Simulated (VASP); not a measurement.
# CdGeAs2 (I-42d) in VASP: notebook, part 2 of 2

VASP 6.6.1. Earlier steps stand in the parts before.

## Step 3: Single point, PBEsol

This run uses another cell than the first one, of 25.55 Å³/atom, 0.953 times its volume.

Contents of INCAR:

```
SYSTEM = CdGeAs2
PREC     = Accurate       ! precision mode
ENCUT    = 520            ! plane-wave cutoff, eV
EDIFF    = 1E-6           ! SCF threshold, eV
ISMEAR   = -1             ! smearing method
SIGMA    = 0.05           ! smearing width, eV
LREAL    = .FALSE.        ! projectors in reciprocal space
LASPH    = .TRUE.         ! aspherical terms in the spheres
NELM     = 100            ! most SCF steps
ALGO     = Normal         ! electronic algorithm
ISIF     = 2              ! what is computed and relaxed
LWAVE    = .FALSE.        ! write WAVECAR
LCHARG   = .TRUE.         ! write CHGCAR
GGA      = PS             ! functional
LELF     = .TRUE.         ! ELF
LVHAR    = .TRUE.       
NBANDS   = 46             ! bands
```

Contents of KPOINTS:

```
Automatic mesh
0
G
  5 5 5
  0 0 0
```

Contents of POSCAR:

```
CdGeAs2
1.0
   -2.9888745628      2.9888745628      5.7209396469
    2.9888745628     -2.9888745628      5.7209396469
    2.9888745628      2.9888745628     -5.7209396469
Cd As Ge
2 4 2
Direct
    0.5000000000      0.5000000000      0.0000000000
    0.2500000000      0.7500000000      0.5000000000
    0.0995664284      0.1250000000      0.4745664284
    0.3750000000      0.9004335716      0.0254335716
    0.6504335716      0.6250000000      0.5254335716
    0.8750000000      0.3495664284      0.9745664284
    0.7500000000      0.2500000000      0.5000000000
    0.0000000000      0.0000000000      0.0000000000
```

Potentials or basis: VASP PAW PBE potentials, release 64 (Cd, As, Ge_d).

Run with:

```bash
> cat potpaw_PBE.64/Cd/POTCAR potpaw_PBE.64/As/POTCAR potpaw_PBE.64/Ge_d/POTCAR > POTCAR
> mpirun -np 1 vasp_std > vasp.out
```

OUTCAR:

```text
SYSTEM = CdGeAs2
   PREC = Accurate
   ENCUT = 520
   EDIFF = 1E-6
   ISMEAR = -1
   LREAL = .FALSE.
   LASPH = .TRUE.
   NELM = 100
   ISIF = 2
   GGA = PS

 ion  position               nearest neighbor table
   1  0.500  0.500  0.000-   5 2.64   4 2.64   3 2.64   6 2.64
   2  0.250  0.750  0.500-   4 2.64   5 2.64   6 2.64   3 2.64
   3  0.100  0.125  0.475-   7 2.47   8 2.47   1 2.64   2 2.64
   4  0.375  0.900  0.025-   7 2.47   8 2.47   1 2.64   2 2.64
   5  0.650  0.625  0.525-   7 2.47   8 2.47   2 2.64   1 2.64
   6  0.875  0.350  0.975-   7 2.47   8 2.47   2 2.64   1 2.64
   7  0.750  0.250  0.500-   3 2.47   4 2.47   5 2.47   6 2.47
   8  0.000  0.000  0.000-   3 2.47   4 2.47   5 2.47   6 2.47

  LATTYP: Found a body centered tetragonal cell.
 ALAT       =     5.9777491256
 C/A-ratio  =     1.9140782012

  Lattice vectors:

 A1 = (  -2.9888745628,   2.9888745628,   5.7209396469)
 A2 = (   2.9888745628,  -2.9888745628,   5.7209396469)
 A3 = (   2.9888745628,   2.9888745628,  -5.7209396469)

Analysis of symmetry for initial positions (statically):
=====================================================================
 Subroutine PRICEL returns:
 Original cell was already a primitive cell.

 Routine SETGRP: Setting up the symmetry group for a
 body centered tetragonal supercell.

 Subroutine GETGRP returns: Found  8 space group operations
 (whereof  4 operations were pure point group operations)
 out of a pool of 16 trial point group operations.

The static configuration has the point symmetry S_4 .
 The point group associated with its full space group is D_2d.

Analysis of symmetry for dynamics (positions and initial velocities):
=====================================================================
 Subroutine PRICEL returns:
 Original cell was already a primitive cell.

 Routine SETGRP: Setting up the symmetry group for a
 body centered tetragonal supercell.

 Subroutine GETGRP returns: Found  8 space group operations
 (whereof  4 operations were pure point group operations)
 out of a pool of 16 trial point group operations.

The dynamic configuration has the point symmetry S_4 .
 The point group associated with its full space group is D_2d.

 Subroutine INISYM returns: Found  8 space group operations
 (whereof  4 operations are pure point group operations),
 and found     1 'primitive' translations

----------------------------------------------------------------------------------------

                                     Primitive cell

  volume of cell :     204.4291

  direct lattice vectors                    reciprocal lattice vectors
    -2.988874563  2.988874563  5.720939647     0.000000000  0.167287047  0.087398230
     2.988874563 -2.988874563  5.720939647     0.167287047  0.000000000  0.087398230
     2.988874563  2.988874563 -5.720939647     0.167287047  0.167287047  0.000000000

  length of vectors
     7.113078992  7.113078992  7.113078992     0.188741640  0.188741640  0.236579611

  position of ions in fractional coordinates (direct lattice)
     0.500000000  0.500000000  0.000000000
     0.250000000  0.750000000  0.500000000
     0.099566428  0.125000000  0.474566428
     0.375000000  0.900433572  0.025433572
[... 46 lines left out ...]
  0.400000  0.000000  0.000000      8.000000
  0.200000  0.200000  0.000000      8.000000
  0.400000  0.200000  0.000000     16.000000
 -0.400000  0.200000 -0.000000     16.000000
[... 10 lines left out ...]
 -0.400000  0.400000  0.400000      4.000000
 -0.400000 -0.400000  0.400000      2.000000
   k-points           NKPTS =     18   k-points in BZ     NKDIM =     18   number of bands    NBANDS=     46
   number of dos      NEDOS =    301   number of ions     NIONS =      8
   total plane-waves  NPLWV = 157464
   dimension x,y,z NGX =    54 NGY =   54 NGZ =   54
   dimension x,y,z NGXF=   108 NGYF=  108 NGZF=  108
   ions per type =               2   4   2
   NGX,Y,Z   is equivalent  to a cutoff of  12.62, 12.62, 12.62 a.u.
   NGXF,Y,Z  is equivalent  to a cutoff of  25.24, 25.24, 25.24 a.u.
 SYSTEM =  CdGeAs2
   PREC   = accura    normal or accurate (medium, high low for compatibility)
   ISTART =      0    job   : 0-new  1-cont  2-samecut
   ICHARG =      2    charge: 1-file 2-atom 10-const
   ISPIN  =      1    spin polarized calculation?
   LNONCOLLINEAR =      F non collinear calculations
   LSORBIT =      F    spin-orbit coupling
   LASPH  =      T    aspherical Exc in radial PAW
   ENCUT  =  520.0 eV  38.22 Ry    6.18 a.u.  13.23 13.23 13.23*2*pi/ulx,y,z
   NELM   =    100;   NELMIN=  2; NELMDL= -5     # of ELM steps
   EDIFF  = 0.1E-05   stopping-criterion for ELM
   LREAL  =      F    real-space projection
   EDIFFG = 0.1E-04   stopping-criterion for IOM
   NSW    =      0    number of steps for IOM
   IBRION =     -1    ionic relax: 0-MD 1-quasi-New 2-CG
   NFREE  =      0    steps in history (QN), initial steepest desc. (CG)
   ISIF   =      2    stress and relaxation
   ISYM   =      2    0-nonsym 1-usesym 2-fastsym
   POTIM  = 0.5000    time-step for ionic-motion
   TEBEG  =    0.0;   TEEND  =   0.0 temperature during run
   PSTRESS=    0.0 pullay stress
   NELECT =      72.0000    total number of electrons
   NUPDOWN=      -1.0000    fix difference up-down
   EMIN   =  10.00;   EMAX   =-10.00  energy-range for DOS
   EFERMI =   0.00;   METHOD = LEGACY
   ISMEAR =    -1;   SIGMA  =   0.05  broadening in eV -4-tet -1-fermi 0-gaus
   EFERMI_NEDOS =   21; number of points for ismear=-14 and -15
   IALGO  =     38    algorithm
   IMIX   =      4    mixing-type and parameters
     AMIX     =   0.40;   BMIX     =  1.00
     AMIX_MAG =   1.60;   BMIX_MAG =  1.00
  volume/ion in A,a.u.               =      25.55       172.44
  Fermi-wavevector in a.u.,A,eV,Ry     =   1.156125  2.184759 18.185884  1.336625
  Thomas-Fermi vector in A             =   2.292748
   LORBIT       =      0    0 simple, 1 ext, 2 COOP (PROOUT), +10 PAW based schemes
   GGA     = PS    functional components
   LHFCALC =     F    Hartree Fock is set to
   AEXX    =    0.0000 exact exchange contribution
   IVDW    =     0    specifies the selected vdW correction
   LEPSILON=     F    determine dielectric tensor
   LRPA    =     F    only Hartree local field effects (RPA)
 non-spin polarized calculation
  energy-cutoff  :      520.00
  volume of cell :      204.43
 maximum number of plane-waves:      5533
 NGX is ok and might be reduce to    54
   NGX = 27   NGY = 27   NGZ = 27

 number of electron      72.0000010 magnetization

 Free energy of the ion-electron system (eV)
  ---------------------------------------------------
  ext. energy  EPLUGINS =         0.00000000
  ---------------------------------------------------
  free energy    TOTEN  =       -33.11418077 eV

  energy without entropy =      -33.11262742  energy(sigma->0) =      -33.11340409

 E-fermi :   2.7740     XC(G=0):  -9.4611

 val. band max:        2.6363434993   @ k =   0.0000   0.0000   0.0000
 cond. band min:       2.8201370240   @ k =   0.0000   0.0000   0.0000
 fundamental gap:      0.1837935247
 Fermi energy:         2.7739799622

 k-point     1 :       0.0000    0.0000    0.0000
  band No.  band energies     occupation
      1     -22.0543      2.00000
      2     -22.0538      2.00000
      3     -22.0538      2.00000
      4     -22.0506      2.00000
      5     -22.0474      2.00000
      6     -22.0474      2.00000
[... 871 lines left out ...]
     45       7.9761      0.00000
     46       7.9761      0.00000

------------------------ aborting loop because EDIFF is reached ----------------------------------------

  FORCE on cell =-STRESS in cart. coord.  units (eV):
  Direction    XX          YY          ZZ          XY          YZ          ZX
  --------------------------------------------------------------------------------------
  -------------------------------------------------------------------------------------
  Total       -1.3291942     -1.3291942     -1.5175179      0.0000000      0.0000000      0.0000000
  in kB      -10.4173265    -10.4173265    -11.8932808      0.0000000      0.0000000      0.0000000
  external PRESSURE =     -10.9093112 kB  Pullay stress =       0.0000000 kB

 VOLUME and BASIS-vectors are now :
 -----------------------------------------------------------------------------
  energy-cutoff  :      520.00
  volume of cell :      204.43
      direct lattice vectors                 reciprocal lattice vectors
    -2.988874563  2.988874563  5.720939647     0.000000000  0.167287047  0.087398230
     2.988874563 -2.988874563  5.720939647     0.167287047  0.000000000  0.087398230
     2.988874563  2.988874563 -5.720939647     0.167287047  0.167287047  0.000000000

 POSITION                                       TOTAL-FORCE (eV/Angst)
 -----------------------------------------------------------------------------------
      0.00000      0.00000      5.72094        -0.000000      0.000000     -0.000000
      2.98887     -0.00000      2.86047        -0.000000      0.000000     -0.000000
      1.49444      1.34240     -1.43023        -0.000000     -0.009367     -0.000000
      1.64647     -1.49444      7.15117         0.009367      0.000000     -0.000000
      1.49444      1.64647      4.29070        -0.000000      0.009367     -0.000000
      1.34240      4.48331      1.43023        -0.009367      0.000000     -0.000000
     -0.00000      2.98887      2.86047        -0.000000     -0.000000      0.000000
      0.00000      0.00000      0.00000        -0.000000     -0.000000     -0.000000
 -----------------------------------------------------------------------------------
    total drift:                                0.000001      0.000001      0.000004

  FREE ENERGIE OF THE ION-ELECTRON SYSTEM (eV)
  ---------------------------------------------------
  free  energy   TOTEN  =       -33.1141807688 eV

  energy  without entropy=      -33.1126274176  energy(sigma->0) =      -33.11340409
```

It took 6.6 min on 1 thread of AMD EPYC 7R13, shared host; peak memory 0.45 GiB.

Results:

```yaml
Free_energy: -33.1142 eV
Pressure: -1.1 GPa
Largest_force: 0.009 eV/Å
Band_gap_on_the_k_mesh: 0.18 eV, direct
```

Forces on the atoms (eV/Å):
```
Cd   0.000  0.000  0.000
Cd   0.000  0.000  0.000
As   0.000 -0.009  0.000
As   0.009  0.000  0.000
As   0.000  0.009  0.000
As  -0.009  0.000  0.000
Ge   0.000  0.000  0.000
Ge   0.000  0.000  0.000
```

Caveat: the PAW data sets were made with another functional, which shifts forces and pressure a little.

## Step 4: Single point, PBEsol

This run uses another cell than the first one, of 25.81 Å³/atom, 0.962 times its volume.

Contents of INCAR:

```
SYSTEM = CdGeAs2
PREC = Accurate ; ENCUT = 520
EDIFF = 1E-6 ; ISMEAR = -1
SIGMA = 0.05 ; LREAL = .False.
LASPH = .True. ; NELM = 100
ALGO = Normal ; ISIF = 2
LWAVE = .False. ; LCHARG = .True.
GGA = PS ; LELF = .True.
LVHAR = .True. ; NBANDS = 46
```

Contents of KPOINTS:

```
Automatic mesh
0
Gamma
  5 5 5
  0 0 0
```

Contents of POSCAR:

```
CdGeAs2
1.0
   -2.9888745628      2.9888745628      5.7775826137
    2.9888745628     -2.9888745628      5.7775826137
    2.9888745628      2.9888745628     -5.7775826137
Cd As Ge
2 4 2
Direct
    0.5000000000      0.5000000000      0.0000000000
    0.2500000000      0.7500000000      0.5000000000
    0.0996837638      0.1250000000      0.4746837638
    0.3750000000      0.9003162362      0.0253162362
    0.6503162362      0.6250000000      0.5253162362
    0.8750000000      0.3496837638      0.9746837638
    0.7500000000      0.2500000000      0.5000000000
    0.0000000000      0.0000000000      0.0000000000
```

Run with:

```bash
> cat potpaw_PBE.64/Cd/POTCAR potpaw_PBE.64/As/POTCAR potpaw_PBE.64/Ge_d/POTCAR > POTCAR
> mpirun -np 1 vasp_std > vasp.out
```

Wall time 6.1 min (1 thread of AMD EPYC 7R13, shared host); peak memory 0.46 GiB.

The run converged. Its results:

| Quantity | Value |
| --- | --- |
| Free energy | -33.0946 eV |
| Pressure | -1.6 GPa |
| Largest force | 0.009 eV/Å |
| Band gap on the k mesh | 0.14 eV, direct |

Forces in eV/Å, atoms in the order of the input:
```
Cd   0.000  0.000  0.000
Cd   0.000  0.000  0.000
As   0.000 -0.009  0.000
As   0.009  0.000  0.000
As   0.000  0.009  0.000
As  -0.009  0.000  0.000
Ge   0.000  0.000  0.000
Ge   0.000  0.000  0.000
```

Stress tensor (GPa, compression positive):
```
-1.46  0.00  0.00
 0.00 -1.46  0.00
 0.00  0.00 -1.93
```

Levels at points of the mesh, in eV from the valence-band top:
| k point | band 32 | band 33 | band 34 | band 35 | band 36 | band 37 | band 38 | band 39 | band 40 | band 41 |
| --- | --- | --- | --- | --- | --- | --- | --- | --- | --- | --- |
| (0.00, 0.00, 0.00) | -1.97 | -1.97 | -0.30 | 0.00 | 0.00 | 0.14 | 1.42 | 1.83 | 2.88 | 2.88 |

Caveat: the PAW data sets were made with another functional, which shifts forces and pressure a little.

## Step 5: Single point, PBEsol

This run uses another cell than the first one, of 25.30 Å³/atom, 0.943 times its volume.

Contents of INCAR:

```
SYSTEM = CdGeAs2
PREC = Accurate
ENCUT = 520
EDIFF = 1E-7
ISMEAR = -1
SIGMA = 0.05
LREAL = .FALSE.
LASPH = .TRUE.
NELM = 80
ALGO = Normal
ISIF = 2
LWAVE = .FALSE.
LCHARG = .FALSE.
GGA = PS
NBANDS = 46
```

Contents of KPOINTS:

```
regular mesh
0
G
  6 6 6
  0 0 0
```

Contents of POSCAR:

```
CdGeAs2
1.0
   -2.9888745628      2.9888745628      5.6642966801
    2.9888745628     -2.9888745628      5.6642966801
    2.9888745628      2.9888745628     -5.6642966801
Cd As Ge
2 4 2
Direct
    0.5000000000      0.5000000000      0.0000000000
    0.2500000000      0.7500000000      0.5000000000
    0.0962175700      0.1250000000      0.4712175700
    0.3750000000      0.9037824300      0.0287824300
    0.6537824300      0.6250000000      0.5287824300
    0.8750000000      0.3462175700      0.9712175700
    0.7500000000      0.2500000000      0.5000000000
    0.0000000000      0.0000000000      0.0000000000
```

Run with:

```bash
> cat potpaw_PBE.64/Cd/POTCAR potpaw_PBE.64/As/POTCAR potpaw_PBE.64/Ge_d/POTCAR > POTCAR
> mpirun -np 1 vasp_std > vasp.out
```

It took 7.8 min on 1 thread of Intel Xeon 6975P-C, shared host; peak memory 0.56 GiB.

Results (log left out):

```
Free energy            : -33.1214 eV
Pressure               : -0.5 GPa
Largest force          : 0.170 eV/Å
Band gap on the k mesh : 0.19 eV, indirect (least direct gap 0.21 eV)
```

Forces on the atoms (eV/Å):
```
Cd   0.000  0.000  0.000
Cd   0.000  0.000  0.000
As   0.000  0.170  0.000
As  -0.170  0.000  0.000
As   0.000 -0.170  0.000
As   0.170  0.000  0.000
Ge   0.000  0.000  0.000
Ge   0.000  0.000  0.000
```

Levels at points of the mesh, in eV from the valence-band top:
```tsv
k point	band 33	band 34	band 35	band 36	band 37	band 38	band 39	band 40
(0.00, 0.00, 0.00)	-2.02	-0.16	-0.02	-0.02	0.19	1.37	1.79	2.97
(0.50, 0.00, 0.00)	-2.00	-1.42	-1.14	-0.56	1.87	2.10	2.73	3.47
(0.50, 0.50, 0.00)	-0.97	-0.97	-0.46	-0.46	0.74	0.74	2.52	2.52
(0.50, 0.50, 0.50)	-1.74	-1.74	-0.88	-0.88	1.46	1.46	1.68	1.68
```

Caveat: the PAW data sets were made with another functional, which shifts forces and pressure a little.

## Step 6: Summary

| cell | k mesh | gap on the mesh (eV) | pressure (GPa) | largest force (eV/Å) |
| --- | --- | --- | --- | --- |
| a = 7.206 Å, angles 130.0, 130.0, 73.5°, 8 atoms | 6 × 6 × 6 | 0.17 | -3.5 | 0.11 |
| a = 7.113 Å, angles 130.3, 130.3, 72.9°, 8 atoms | 5 × 5 × 5 | 0.18 | -1.1 | 0.01 |
| a = 7.159 Å, angles 130.6, 130.6, 72.4°, 8 atoms | 5 × 5 × 5 | 0.14 | -1.6 | 0.01 |
| a = 7.068 Å, angles 130.0, 130.0, 73.5°, 8 atoms | 6 × 6 × 6 | 0.19 | -0.5 | 0.17 |

Alike in all rows: task single point; level PBEsol; potentials or basis VASP PAW PBE potentials, release 64 (Cd, As, Ge_d); no spin polarisation; cutoff (eV) 520; smearing fermi-dirac 0.05 eV.

Caveats: the PAW data sets were made with another functional, which shifts forces and pressure a little.

Absolute energies hang on the potentials; compare differences alone.
